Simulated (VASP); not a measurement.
Input of a VASP 6.6.1 run:

File INCAR:

```
ALGO     = Normal         # electronic algorithm
EDIFF    = 1E-7           # SCF threshold, eV
ENCUT    = 520            # plane-wave cutoff, eV
GGA      = RP             # functional
ISIF     = 2              # what is computed and relaxed
ISMEAR   = -1             # smearing method
LASPH    = T              # aspherical terms in the spheres
LCHARG   = T              # write CHGCAR
LELF     = T              # ELF
LREAL    = F              # projectors in reciprocal space
LVHAR    = T            
LWAVE    = F              # write WAVECAR
NBANDS   = 10             # bands
NELM     = 60             # most SCF steps
PREC     = Accurate       # precision mode
SIGMA    = 0.1            # smearing width, eV
```

The input KPOINTS:

```
k-points
0
Gamma
  8 8 8
```

The input POSCAR:

```
Rb
1.0
    0.0000000000      3.5427234940      3.5427234940
    3.5427234940      0.0000000000      3.5427234940
    3.5427234940      3.5427234940      0.0000000000
Rb
1
Direct
    0.0000000000      0.0000000000      0.0000000000
```

Potentials or basis: VASP PAW PBE potentials, release 64 (Rb_sv).

The run is started by

```console
$ cat potpaw_PBE.64/Rb_sv/POTCAR > POTCAR
$ mpirun -np 1 vasp_std > vasp.out
```

Problem. What does it give for the pressure?

Solution. 0.4 GPa.

Caveat: the PAW data sets were made with another functional, which shifts forces and pressure a little.
